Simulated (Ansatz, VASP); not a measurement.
**Ga2BSb3: VASP beside Ansatz**

```
Ga B Sb
1.0
     5.99955    0.00000    0.00000
    -2.99977    5.19576    0.00000
     0.00000    0.00000    5.49599
Ga B Sb
2 1 3
Direct
  0.33333 0.66667 0.99972
  0.66667 0.33333 0.00028
  0.00000 0.00000 0.50000
  0.50000 0.00000 0.50000
  0.00000 0.50000 0.50000
  0.50000 0.50000 0.50000
```

Alike in both runs: functional PBE; k mesh 3 × 3 × 4; occupations gaussian, width 0.1 eV; no spin polarisation.

Ansatz relaxed the structure, and its values are those at the end. VASP's run is a single point on that final structure, the one shown.

|  | VASP | Ansatz |
| --- | --- | --- |
| version | VASP 6.6.1 | Ansatz 0.2.0 |
| potentials or method | VASP PAW PBE potentials, release 64 (Ga_d, B, Sb), cutoff 520 eV | scalar-relativistic, plane waves, PAW |
| valence electrons in the cell | 44 | 74 |

```tsv
	VASP	Ansatz	Ansatz less VASP
gap on the k mesh at the Fermi level (eV)	none	none	-
pressure (GPa)	0.1	0.1	+0.01
```

A gap of «none» marks a metal or a gap that the smearing closes. VASP's potentials hold 44 valence electrons a cell and Ansatz's 74, so a difference there can come from the potentials and not from the codes.

The k mesh is coarse, so the values compare programs but aren't converged. Spin-orbit coupling is off throughout.
